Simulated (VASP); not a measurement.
Set up this calculation in VASP 6.6.1, as the native input.

- Task: relaxation of cell and atoms
- Functional: PBE
- Potentials or basis: VASP PAW PBE potentials, release 64 (W_sv, O)
- Cutoff: 600 eV
- k mesh: 8 × 8 × 8
- Occupations: gaussian, width 0.1 eV
- Spin: collinear spin, ferromagnetic start
- Starting moments: [0.86, 0.13] μB
- Hubbard terms: W d U = 6.2 eV
- Dipole correction: no
- Further INCAR settings: ALGO = Normal; EDIFF = 1e-07; IBRION = 2; EDIFFG = -0.05; NSW = 100; ISIF = 3

The structure of WO lies in POSCAR:

```
WO
1.0
    0.0000000000      2.1784500668      2.1784500668
    2.1784500668      0.0000000000      2.1784500668
    2.1784500668      2.1784500668      0.0000000000
W O
1 1
Direct
    0.0000000000      0.0000000000      0.0000000000
    0.2500000000      0.2500000000      0.2500000000
```

The input as run:

INCAR

```
SYSTEM = WO
PREC = Accurate
ENCUT = 600
EDIFF = 1E-7
ISMEAR = 0
SIGMA = 0.1
LREAL = .FALSE.
LASPH = .TRUE.
NELM = 150
ALGO = Normal
ISIF = 3
LWAVE = .FALSE.
LCHARG = .FALSE.
ISPIN = 2
MAGMOM = 0.86 0.13
LORBIT = 11
LMAXMIX = 4
LDAU = .TRUE.
LDAUTYPE = 2
LDAUL = 2 -1
LDAUU = 6.2 0
LDAUJ = 0 0
LDAUPRINT = 1
GGA = PE
IBRION = 2
NSW = 100
EDIFFG = -0.05
```

KPOINTS

```
regular mesh
0
G
  8 8 8
  0 0 0
```

Potentials or basis: VASP PAW PBE potentials, release 64 (W_sv, O).

Command:

```sh
$ cat potpaw_PBE.64/W_sv/POTCAR potpaw_PBE.64/O/POTCAR > POTCAR
$ mpirun -np 1 vasp_std > vasp.out
```

It gave:

* Relaxed volume: 14.41 Å³/atom
* Relaxed cell: a = 3.442 Å, b = 3.442 Å, c = 3.442 Å, α = 60.00°, β = 60.00°, γ = 60.00°
* Space group after relaxing (to 0.05 Å): F-43m (No. 216)
* Energy gained by relaxing: 1625.5 meV/atom
* Ionic steps: 5
* Pressure after relaxing: 0.3 GPa
* Band gap on the k mesh: 0.67 eV, indirect (least direct gap 1.03 eV)
* Net moment: 2.00 μB per cell
* Site moments: W +1.72; O +0.03 μB
* Valence electrons inside the program's atomic spheres: W 11.58; O 5.09

Caveat: the electronic state changed during the relaxation; the volume moved by over 15 % at a fixed basis, so the end points are rough; spin-orbit coupling is left out, which moves the levels of the heavy elements.

Wall time 98 s on 1 thread of AMD EPYC 9R45 96-Core Processor (Zen 5), with other jobs on the host, peak memory 0.17 GiB.
